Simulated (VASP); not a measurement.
# Ta (Im-3m) in VASP: further runs

The runs below take Ta through single point, with PBE.

All numbers are computed with VASP 6.6.1; they aren't measurements. Logs are shortened: lines on timing, memory, paths and dates and some standing lists are left out, and cuts for length are marked.

## (1) The cell of the first run

It takes space group Im-3m (No. 229, cubic). Conventional cell: a = 3.156 Å, b = 3.156 Å, c = 3.156 Å, α = 90.00°, β = 90.00°, γ = 90.00°. Ta (site symmetry m-3m) has 14 Ta at 2.73 to 3.16 Å within 3.6 Å.

## (2) Single point, PBE

INCAR

```
ALGO = Normal
EDIFF = 1E-6
ENCUT = 520
GGA = PE
ISIF = 2
ISMEAR = -1
LASPH = True
LCHARG = False
LREAL = False
LWAVE = False
NBANDS = 12
NELM = 80
PREC = Accurate
SIGMA = 0.1
```

KPOINTS

```
k-points
0
Gamma
  14 14 14
```

POSCAR

```
Ta
1.0
   -1.5778638840      1.5778638840      1.5778638840
    1.5778638840     -1.5778638840      1.5778638840
    1.5778638840      1.5778638840     -1.5778638840
Ta
1
Direct
    0.0000000000      0.0000000000      0.0000000000
```

Potentials or basis: VASP PAW PBE potentials, release 64 (Ta_pv).

Command:

```console
$ cat potpaw_PBE.64/Ta_pv/POTCAR > POTCAR
$ mpirun -np 1 vasp_std > vasp.out
```

OUTCAR:

```text
EDIFF = 1E-6
   ENCUT = 520
   GGA = PE
   ISIF = 2
   ISMEAR = -1
   LASPH = True
   LREAL = False
   NELM = 80
   PREC = Accurate

 ion  position               nearest neighbor table
   1  0.000  0.000  0.000-

  LATTYP: Found a body centered cubic cell.
 ALAT       =     3.1557277680

  Lattice vectors:

 A1 = (  -1.5778638840,   1.5778638840,   1.5778638840)
 A2 = (   1.5778638840,  -1.5778638840,   1.5778638840)
 A3 = (   1.5778638840,   1.5778638840,  -1.5778638840)

Analysis of symmetry for initial positions (statically):
=====================================================================
 Subroutine PRICEL returns:
 Original cell was already a primitive cell.

 Routine SETGRP: Setting up the symmetry group for a
 body centered cubic supercell.

 Subroutine GETGRP returns: Found 48 space group operations
 (whereof 48 operations were pure point group operations)
 out of a pool of 48 trial point group operations.

The static configuration has the point symmetry O_h .

Analysis of symmetry for dynamics (positions and initial velocities):
=====================================================================
 Subroutine PRICEL returns:
 Original cell was already a primitive cell.

 Routine SETGRP: Setting up the symmetry group for a
 body centered cubic supercell.

 Subroutine GETGRP returns: Found 48 space group operations
 (whereof 48 operations were pure point group operations)
 out of a pool of 48 trial point group operations.

The dynamic configuration has the point symmetry O_h .

 Subroutine INISYM returns: Found 48 space group operations
 (whereof 48 operations are pure point group operations),
 and found     1 'primitive' translations

----------------------------------------------------------------------------------------

                                     Primitive cell

  volume of cell :      15.7133

  direct lattice vectors                    reciprocal lattice vectors
    -1.577863884  1.577863884  1.577863884     0.000000000  0.316884115  0.316884115
     1.577863884 -1.577863884  1.577863884     0.316884115  0.000000000  0.316884115
     1.577863884  1.577863884 -1.577863884     0.316884115  0.316884115  0.000000000

  length of vectors
     2.732940415  2.732940415  2.732940415     0.448141813  0.448141813  0.448141813

  position of ions in fractional coordinates (direct lattice)
     0.000000000  0.000000000  0.000000000
[... 81 lines left out ...]
   NFREE  =      0    steps in history (QN), initial steepest desc. (CG)
   ISIF   =      2    stress and relaxation
   ISYM   =      2    0-nonsym 1-usesym 2-fastsym
   POTIM  = 0.5000    time-step for ionic-motion
   TEBEG  =    0.0;   TEEND  =   0.0 temperature during run
   PSTRESS=    0.0 pullay stress
   NELECT =      11.0000    total number of electrons
   NUPDOWN=      -1.0000    fix difference up-down
   EMIN   =  10.00;   EMAX   =-10.00  energy-range for DOS
   EFERMI =   0.00;   METHOD = LEGACY
   ISMEAR =    -1;   SIGMA  =   0.10  broadening in eV -4-tet -1-fermi 0-gaus
   EFERMI_NEDOS =   21; number of points for ismear=-14 and -15
   IALGO  =     38    algorithm
   IMIX   =      4    mixing-type and parameters
     AMIX     =   0.40;   BMIX     =  1.00
     AMIX_MAG =   1.60;   BMIX_MAG =  1.00
  volume/ion in A,a.u.               =      15.71       106.04
  Fermi-wavevector in a.u.,A,eV,Ry     =   1.453615  2.746935 28.749081  2.112998
  Thomas-Fermi vector in A             =   2.570861
   LORBIT       =      0    0 simple, 1 ext, 2 COOP (PROOUT), +10 PAW based schemes
   GGA     = PE    functional components
   LHFCALC =     F    Hartree Fock is set to
   AEXX    =    0.0000 exact exchange contribution
   IVDW    =     0    specifies the selected vdW correction
   LEPSILON=     F    determine dielectric tensor
   LRPA    =     F    only Hartree local field effects (RPA)
 non-spin polarized calculation
  energy-cutoff  :      520.00
  volume of cell :       15.71
 maximum number of plane-waves:       438
   NGX = 11   NGY = 11   NGZ = 11

 number of electron      11.0000002 magnetization

 Free energy of the ion-electron system (eV)
  ---------------------------------------------------
  ext. energy  EPLUGINS =         0.00000000
  ---------------------------------------------------
  free energy    TOTEN  =       -11.54666364 eV

  energy without entropy =      -11.50852535  energy(sigma->0) =      -11.52759449

 E-fermi :   6.6510     XC(G=0): -13.3335

 val. band max:        6.6487875667   @ k =   0.1429   0.0714  -0.0000
 cond. band min:       6.6805715664   @ k =  -0.2143   0.2143   0.1429
 fundamental gap:      0.0317839997
 Fermi energy:         6.6509578042

 k-point     1 :       0.0000    0.0000    0.0000
  band No.  band energies     occupation
      1     -25.8682      2.00000
      2     -25.8682      2.00000
      3     -25.8682      2.00000
      4      -1.7619      2.00000
      5       7.3586      0.00169
      6       7.3586      0.00169
      7       7.3586      0.00169
      8      11.1381      0.00000
      9      11.1381      0.00000
     10      21.8073      0.00000
     11      22.3121      0.00000
     12      22.3121      0.00000
[... 331 lines left out ...]
 k-point    24 :       0.3571    0.2857    0.0000
  band No.  band energies     occupation
      1     -27.2660      2.00000
      2     -26.9894      2.00000
      3     -26.0975      2.00000
      4       3.6453      2.00000
      5       5.2377      2.00000
      6       6.0023      1.99696
      7      11.4943      0.00000
      8      12.2140      0.00000
      9      17.3307      0.00000
     10      19.6318      0.00000
     11      21.5501      0.00000
     12      21.8162      0.00000

 [... further k-points ...]

------------------------ aborting loop because EDIFF is reached ----------------------------------------

  FORCE on cell =-STRESS in cart. coord.  units (eV):
  Direction    XX          YY          ZZ          XY          YZ          ZX
  --------------------------------------------------------------------------------------
  -------------------------------------------------------------------------------------
  Total        3.9674574      3.9674574      3.9674574      0.0000000      0.0000000      0.0000000
  in kB      404.5332832    404.5332832    404.5332832      0.0000000      0.0000000      0.0000000
  external PRESSURE =     404.5332832 kB  Pullay stress =       0.0000000 kB

 VOLUME and BASIS-vectors are now :
 -----------------------------------------------------------------------------
  energy-cutoff  :      520.00
  volume of cell :       15.71
      direct lattice vectors                 reciprocal lattice vectors
    -1.577863884  1.577863884  1.577863884     0.000000000  0.316884115  0.316884115
     1.577863884 -1.577863884  1.577863884     0.316884115  0.000000000  0.316884115
     1.577863884  1.577863884 -1.577863884     0.316884115  0.316884115  0.000000000

 POSITION                                       TOTAL-FORCE (eV/Angst)
 -----------------------------------------------------------------------------------
      0.00000      0.00000      0.00000        -0.000000      0.000000     -0.000000
 -----------------------------------------------------------------------------------
    total drift:                                0.000000     -0.000000     -0.000000

  FREE ENERGIE OF THE ION-ELECTRON SYSTEM (eV)
  ---------------------------------------------------
  free  energy   TOTEN  =       -11.5466636374 eV

  energy  without entropy=      -11.5085253522  energy(sigma->0) =      -11.52759449
```

OSZICAR:

```text
N       E                     dE             d eps       ncg     rms          rms(c)
DAV:   1     0.634062011696E+02    0.63406E+02   -0.61619E+03  2520   0.898E+02
DAV:   2    -0.108834237221E+02   -0.74290E+02   -0.72280E+02  2728   0.252E+02
DAV:   3    -0.119186544184E+02   -0.10352E+01   -0.10191E+01  2984   0.279E+01
DAV:   4    -0.119208579021E+02   -0.22035E-02   -0.22033E-02  2716   0.142E+00
DAV:   5    -0.119208632526E+02   -0.53506E-05   -0.53508E-05  2900   0.673E-02    0.172E+01
DAV:   6    -0.116439708745E+02    0.27689E+00   -0.20160E-01  2884   0.495E+00    0.895E+00
DAV:   7    -0.115479774225E+02    0.95993E-01   -0.20314E-01  2876   0.473E+00    0.418E-01
DAV:   8    -0.115466948078E+02    0.12826E-02   -0.40411E-03  2652   0.693E-01    0.126E-01
DAV:   9    -0.115466690327E+02    0.25775E-04   -0.90547E-05  2840   0.108E-01    0.285E-02
DAV:  10    -0.115466639037E+02    0.51290E-05   -0.33564E-06  2736   0.211E-02    0.396E-03
DAV:  11    -0.115466636374E+02    0.26636E-06   -0.77100E-08  1388   0.319E-03
   1 F= -.11546664E+02 E0= -.11527594E+02  d E =-.381383E-01
```

Wall time 13 s (1 thread of Intel Xeon Platinum 8488C (Sapphire Rapids), shared host); peak memory 0.14 GiB.

Results:

| Item | Value |
| --- | --- |
| Free energy | -11.5467 eV |
| Pressure | 40.5 GPa |

Caveat: spin-orbit coupling is left out, which moves the levels of the heavy elements.

## (3) Single point, PBE

This run uses another cell than the first one, of 16.22 Å³/atom, 1.032 times its volume.

INCAR

```
PREC     = Accurate       # precision mode
ENCUT    = 520            # plane-wave cutoff, eV
EDIFF    = 1E-6           # SCF threshold, eV
ISMEAR   = -1             # smearing method
SIGMA    = 0.1            # smearing width, eV
LREAL    = F              # projectors in reciprocal space
LASPH    = T              # aspherical terms in the spheres
NELM     = 60             # most SCF steps
ALGO     = Normal         # electronic algorithm
ISIF     = 2              # what is computed and relaxed
LWAVE    = F              # write WAVECAR
LCHARG   = F              # write CHGCAR
GGA      = PE             # functional
NBANDS   = 12             # bands
```

KPOINTS

```
regular mesh
0
Gamma
  14 14 14
```

POSCAR

```
Ta
1.0
   -1.5944842522      1.5944842522      1.5944842522
    1.5944842522     -1.5944842522      1.5944842522
    1.5944842522      1.5944842522     -1.5944842522
Ta
1
Direct
    0.0000000000      0.0000000000      0.0000000000
```

Potentials or basis: VASP PAW PBE potentials, release 64 (Ta_pv).

Command:

```console
$ cat potpaw_PBE.64/Ta_pv/POTCAR > POTCAR
$ mpirun -np 1 vasp_std > vasp.out
```

OUTCAR:

```text
PREC = Accurate
   ENCUT = 520
   EDIFF = 1E-6
   ISMEAR = -1
   LREAL = F
   LASPH = T
   NELM = 60
   ISIF = 2
   GGA = PE

 ion  position               nearest neighbor table
   1  0.000  0.000  0.000-

  LATTYP: Found a body centered cubic cell.
 ALAT       =     3.1889685044

  Lattice vectors:

 A1 = (  -1.5944842522,   1.5944842522,   1.5944842522)
 A2 = (   1.5944842522,  -1.5944842522,   1.5944842522)
 A3 = (   1.5944842522,   1.5944842522,  -1.5944842522)

Analysis of symmetry for initial positions (statically):
=====================================================================
 Subroutine PRICEL returns:
 Original cell was already a primitive cell.

 Routine SETGRP: Setting up the symmetry group for a
 body centered cubic supercell.

 Subroutine GETGRP returns: Found 48 space group operations
 (whereof 48 operations were pure point group operations)
 out of a pool of 48 trial point group operations.

The static configuration has the point symmetry O_h .

Analysis of symmetry for dynamics (positions and initial velocities):
=====================================================================
 Subroutine PRICEL returns:
 Original cell was already a primitive cell.

 Routine SETGRP: Setting up the symmetry group for a
 body centered cubic supercell.

 Subroutine GETGRP returns: Found 48 space group operations
 (whereof 48 operations were pure point group operations)
 out of a pool of 48 trial point group operations.

The dynamic configuration has the point symmetry O_h .

 Subroutine INISYM returns: Found 48 space group operations
 (whereof 48 operations are pure point group operations),
 and found     1 'primitive' translations

----------------------------------------------------------------------------------------

                                     Primitive cell

  volume of cell :      16.2151

  direct lattice vectors                    reciprocal lattice vectors
    -1.594484252  1.594484252  1.594484252     0.000000000  0.313581021  0.313581021
     1.594484252 -1.594484252  1.594484252     0.313581021  0.000000000  0.313581021
     1.594484252  1.594484252 -1.594484252     0.313581021  0.313581021  0.000000000

  length of vectors
     2.761727737  2.761727737  2.761727737     0.443470533  0.443470533  0.443470533

  position of ions in fractional coordinates (direct lattice)
     0.000000000  0.000000000  0.000000000

  ion indices of the primitive-cell ions
   primitive index   ion index
                 1           1

----------------------------------------------------------------------------------------

 KPOINTS: regular mesh

Automatic generation of k-mesh.
 Grid dimensions read from file:
 generate k-points for:   14   14   14

 Generating k-lattice:

  Cartesian coordinates                     Fractional coordinates (reciprocal lattice)
     0.000000000  0.022398644  0.022398644     0.071428571  0.000000000  0.000000000
     0.022398644  0.000000000  0.022398644     0.000000000  0.071428571  0.000000000
     0.022398644  0.022398644  0.000000000     0.000000000  0.000000000  0.071428571

  Length of vectors
     0.031676467  0.031676467  0.031676467

  Shift w.r.t. Gamma in fractional coordinates (k-lattice)
     0.000000000  0.000000000  0.000000000

 Subroutine IBZKPT returns following result:
 ===========================================

 Found    104 irreducible k-points:

 Following reciprocal coordinates:
            Coordinates               Weight
  0.000000  0.000000  0.000000      1.000000
  0.071429  0.000000  0.000000     12.000000
  0.142857  0.000000  0.000000     12.000000
  0.214286  0.000000  0.000000     12.000000
  0.285714  0.000000  0.000000     12.000000
  0.357143  0.000000  0.000000     12.000000
[... 16 lines left out ...]
  0.285714  0.285714  0.000000     24.000000
  0.357143  0.285714 -0.000000     24.000000
 [... further k-points ...]
   k-points           NKPTS =    104   k-points in BZ     NKDIM =    104   number of bands    NBANDS=     12
   number of dos      NEDOS =    301   number of ions     NIONS =      1
   total plane-waves  NPLWV =  13824
   dimension x,y,z NGX =    24 NGY =   24 NGZ =   24
   dimension x,y,z NGXF=    48 NGYF=   48 NGZF=   48
   ions per type =               1
   NGX,Y,Z   is equivalent  to a cutoff of  14.45, 14.45, 14.45 a.u.
   NGXF,Y,Z  is equivalent  to a cutoff of  28.89, 28.89, 28.89 a.u.
 SYSTEM =  unknown system
   PREC   = accura    normal or accurate (medium, high low for compatibility)
   ISTART =      0    job   : 0-new  1-cont  2-samecut
   ICHARG =      2    charge: 1-file 2-atom 10-const
   ISPIN  =      1    spin polarized calculation?
   LNONCOLLINEAR =      F non collinear calculations
   LSORBIT =      F    spin-orbit coupling
   LASPH  =      T    aspherical Exc in radial PAW
   ENCUT  =  520.0 eV  38.22 Ry    6.18 a.u.   5.13  5.13  5.13*2*pi/ulx,y,z
   NELM   =     60;   NELMIN=  2; NELMDL= -5     # of ELM steps
   EDIFF  = 0.1E-05   stopping-criterion for ELM
   LREAL  =      F    real-space projection
   EDIFFG = 0.1E-04   stopping-criterion for IOM
   NSW    =      0    number of steps for IOM
   IBRION =     -1    ionic relax: 0-MD 1-quasi-New 2-CG
   NFREE  =      0    steps in history (QN), initial steepest desc. (CG)
   ISIF   =      2    stress and relaxation
   ISYM   =      2    0-nonsym 1-usesym 2-fastsym
   POTIM  = 0.5000    time-step for ionic-motion
   TEBEG  =    0.0;   TEEND  =   0.0 temperature during run
   PSTRESS=    0.0 pullay stress
   NELECT =      11.0000    total number of electrons
   NUPDOWN=      -1.0000    fix difference up-down
   EMIN   =  10.00;   EMAX   =-10.00  energy-range for DOS
   EFERMI =   0.00;   METHOD = LEGACY
   ISMEAR =    -1;   SIGMA  =   0.10  broadening in eV -4-tet -1-fermi 0-gaus
   EFERMI_NEDOS =   21; number of points for ismear=-14 and -15
   IALGO  =     38    algorithm
   IMIX   =      4    mixing-type and parameters
     AMIX     =   0.40;   BMIX     =  1.00
     AMIX_MAG =   1.60;   BMIX_MAG =  1.00
  volume/ion in A,a.u.               =      16.22       109.43
  Fermi-wavevector in a.u.,A,eV,Ry     =   1.438463  2.718302 28.152863  2.069177
  Thomas-Fermi vector in A             =   2.557427
   LORBIT       =      0    0 simple, 1 ext, 2 COOP (PROOUT), +10 PAW based schemes
   GGA     = PE    functional components
   LHFCALC =     F    Hartree Fock is set to
   AEXX    =    0.0000 exact exchange contribution
   IVDW    =     0    specifies the selected vdW correction
   LEPSILON=     F    determine dielectric tensor
   LRPA    =     F    only Hartree local field effects (RPA)
 non-spin polarized calculation
  energy-cutoff  :      520.00
  volume of cell :       16.22
 maximum number of plane-waves:       466
 NGX is ok and might be reduce to    24
   NGX = 11   NGY = 11   NGZ = 11

 number of electron      11.0000001 magnetization

 Free energy of the ion-electron system (eV)
  ---------------------------------------------------
  ext. energy  EPLUGINS =         0.00000000
  ---------------------------------------------------
  free energy    TOTEN  =       -11.65735486 eV

  energy without entropy =      -11.61951811  energy(sigma->0) =      -11.63843648

 E-fermi :   6.3717     XC(G=0): -13.1658

 val. band max:        6.3711586681   @ k =   0.3571   0.2143   0.0714
 cond. band min:       6.3726123531   @ k =   0.2143   0.0000   0.0000
 fundamental gap:      0.0014536850
 Fermi energy:         6.3716970189

 k-point     1 :       0.0000    0.0000    0.0000
  band No.  band energies     occupation
      1     -26.2754      2.00000
      2     -26.2754      2.00000
      3     -26.2754      2.00000
      4      -1.9324      2.00000
      5       7.0916      0.00149
      6       7.0916      0.00149
      7       7.0916      0.00149
      8      10.7508      0.00000
      9      10.7508      0.00000
     10      21.8825      0.00000
     11      21.8825      0.00000
     12      21.8825      0.00000

 k-point     2 :       0.0714    0.0000    0.0000
  band No.  band energies     occupation
      1     -26.3663      2.00000
      2     -26.3024      2.00000
      3     -26.2761      2.00000
      4      -1.6718      2.00000
      5       6.9192      0.00834
      6       7.0395      0.00251
      7       7.3482      0.00011
      8      10.4688      0.00000
      9      10.7488      0.00000
     10      21.4257      0.00000
     11      22.1247      0.00000
     12      22.3313      0.00000
[... 316 lines left out ...]
 k-point    24 :       0.3571    0.2857   -0.0000
  band No.  band energies     occupation
      1     -27.5415      2.00000
      2     -27.2905      2.00000
      3     -26.4828      2.00000
      4       3.4783      2.00000
      5       4.9938      2.00000
      6       5.7044      1.99747
      7      11.0708      0.00000
      8      11.7539      0.00000
      9      16.6335      0.00000
     10      18.8964      0.00000
     11      20.7879      0.00000
     12      21.4335      0.00000

 [... further k-points ...]
[... 5 lines left out ...]
  --------------------------------------------------------------------------------------
  -------------------------------------------------------------------------------------
  Total        3.0683059      3.0683059      3.0683059     -0.0000000     -0.0000000      0.0000000
  in kB      303.1716191    303.1716191    303.1716191     -0.0000000     -0.0000000      0.0000000
  external PRESSURE =     303.1716191 kB  Pullay stress =       0.0000000 kB

 VOLUME and BASIS-vectors are now :
 -----------------------------------------------------------------------------
  energy-cutoff  :      520.00
  volume of cell :       16.22
      direct lattice vectors                 reciprocal lattice vectors
    -1.594484252  1.594484252  1.594484252     0.000000000  0.313581021  0.313581021
     1.594484252 -1.594484252  1.594484252     0.313581021  0.000000000  0.313581021
     1.594484252  1.594484252 -1.594484252     0.313581021  0.313581021  0.000000000

 POSITION                                       TOTAL-FORCE (eV/Angst)
 -----------------------------------------------------------------------------------
      0.00000      0.00000      0.00000        -0.000000     -0.000000      0.000000
 -----------------------------------------------------------------------------------
    total drift:                                0.000000      0.000000     -0.000000

  FREE ENERGIE OF THE ION-ELECTRON SYSTEM (eV)
  ---------------------------------------------------
  free  energy   TOTEN  =       -11.6573548562 eV

  energy  without entropy=      -11.6195181091  energy(sigma->0) =      -11.63843648
```

It took 13 s on 1 thread of Intel Xeon Platinum 8488C (Sapphire Rapids), shared host; peak memory 0.15 GiB.

What came out:

| Property | Result |
| --- | --- |
| Free energy | -11.6574 eV |
| Pressure | 30.3 GPa |

Caveat: spin-orbit coupling is left out, which moves the levels of the heavy elements.
